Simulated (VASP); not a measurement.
Here is a VASP 6.6.1 calculation.

INCAR

```
SYSTEM = Ag
ALGO = Normal ; EDIFF = 1E-6
ENCUT = 520 ; GGA = PS
ISIF = 2 ; ISMEAR = 0
LASPH = .True. ; LCHARG = .True.
LELF = .True. ; LREAL = .False.
LVHAR = .True. ; LWAVE = .False.
NBANDS = 12 ; NELM = 80
PREC = Accurate ; SIGMA = 0.15
```

The input KPOINTS:

```
k-points
0
Gamma
  20 20 20
  0 0 0
```

File POSCAR:

```
Ag
1.0
    0.0000000000      2.0431000000      2.0941775000
    2.0431000000      0.0000000000      2.0941775000
    2.0431000000      2.0431000000      0.0000000000
Ag
1
Direct
    0.0000000000      0.0000000000      0.0000000000
```

Potentials or basis: VASP PAW PBE potentials, release 64 (Ag).

The run is started by

```console
$ cat potpaw_PBE.64/Ag/POTCAR > POTCAR
$ mpirun -np 1 vasp_std > vasp.out
```

Question: Predict the pressure.

Answer: -5.2 GPa.

Stress tensor (GPa, compression positive):
```
-4.83  0.00  0.00
 0.00 -4.83  0.00
 0.00  0.00 -5.80
```

Caveat: the cell differs from its parent crystal (strain +0.0250 x Voigt [0, 0, 1, 0, 0, 0]); the PAW data sets were made with another functional, which shifts forces and pressure a little.
